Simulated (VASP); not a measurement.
Sb, 1 atom in the cell. It takes space group I4/mmm (No. 139, tetragonal). The conventional cell has a = 3.224 Å, b = 3.224 Å, c = 4.712 Å, α = 90.00°, β = 90.00°, γ = 90.00°. Sb (site symmetry 4/mmm) has 12 Sb at 3.22 to 3.28 Å within 4.2 Å. 

```yaml
Program: VASP 6.6.1
Task: single point
Functional: PBE
Potentials_or_basis: VASP PAW PBE potentials, release 64 (Sb)
Cutoff: 500 eV
k_mesh: 12 × 12 × 12
Occupations: methfessel-paxton, width 0.1 eV
Spin: no spin polarisation
Dipole_correction: no
Further_INCAR_settings: ALGO = Normal; EDIFF = 1e-06; NBANDS = 8
```

Potentials or basis: VASP PAW PBE potentials, release 64 (Sb).

The run is started by

```console
$ cat potpaw_PBE.64/Sb/POTCAR > POTCAR
$ mpirun -np 1 vasp_std > vasp.out
```

Hardware: 1 thread of Intel Xeon 8259CL (shared host).

Q: How long does it take, and how much memory?

A: Run time: 27 s on 1 thread of Intel Xeon 8259CL (shared host), peak memory 0.15 GiB. Counts: scf iterations 9, k points 163.
